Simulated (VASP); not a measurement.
Runs of VASP 6.6.1 on MgS. The structure is that of space group P6_3mc (No. 186), or close to it. The cells are those of the table. 

```tsv
level	cell	k mesh	gap on the mesh (eV)	pressure (GPa)	largest force (eV/Å)
r2SCAN	a = 4.029, b = 4.029, c = 6.454 Å, angles 90.0, 90.0, 120.0°, 4 atoms	6 × 6 × 4	4.13	-0.3	-
PBE	a = 4.029, b = 4.029, c = 6.454 Å, angles 90.0, 90.0, 120.0°, 4 atoms	12 × 12 × 4	3.47	0.9	-
r2SCAN	a = 4.108, b = 4.108, c = 6.581 Å, angles 90.0, 90.0, 120.0°, 4 atoms	6 × 6 × 4	(a)	-3.4	0.01
r2SCAN	a = 3.988, b = 3.988, c = 6.389 Å, angles 90.0, 90.0, 120.0°, 4 atoms	6 × 6 × 4	4.30	1.7	-
PBE	a = 3.971, b = 3.971, c = 6.359 Å, angles 90.0, 90.0, 120.0°, 4 atoms	6 × 6 × 4	3.68	3.8	0.01
PBE	a = 4.094, b = 4.094, c = 6.556 Å, angles 90.0, 90.0, 120.0°, 4 atoms	6 × 6 × 4	(b)	-1.7	0.01
PBE	a = 4.133, b = 4.133, c = 6.619 Å, angles 90.0, 90.0, 120.0°, 4 atoms	6 × 6 × 4	3.09	-3.0	0.01
PBE	a = 4.054, b = 4.054, c = 6.491 Å, angles 90.0, 90.0, 120.0°, 4 atoms	6 × 6 × 4	3.37	-0.1	-
PBE	a = 4.013, b = 4.013, c = 6.426 Å, angles 90.0, 90.0, 120.0°, 4 atoms	6 × 6 × 4	3.52	1.7	0.01
r2SCAN	a = 3.946, b = 3.946, c = 6.323 Å, angles 90.0, 90.0, 120.0°, 4 atoms	6 × 6 × 4	4.47	3.9	0.01
r2SCAN	a = 4.029, b = 4.029, c = 6.454 Å, angles 90.0, 90.0, 120.0°, 4 atoms	12 × 12 × 4	4.13	-0.3	-
r2SCAN	a = 4.069, b = 4.069, c = 6.518 Å, angles 90.0, 90.0, 120.0°, 4 atoms	6 × 6 × 4	3.98	-1.9	0.01
```

Alike in all rows: task single point; potentials or basis VASP PAW PBE potentials, release 64 (Mg, S); no spin polarisation; cutoff (eV) 520; smearing gaussian 0.01 eV.

Question: Estimate the missing entries.

Answer: (a) 3.83; (b) 3.23.

Caveats: the PAW data sets were made with another functional, which shifts forces and pressure a little (some runs).

A k mesh can miss the band edges.
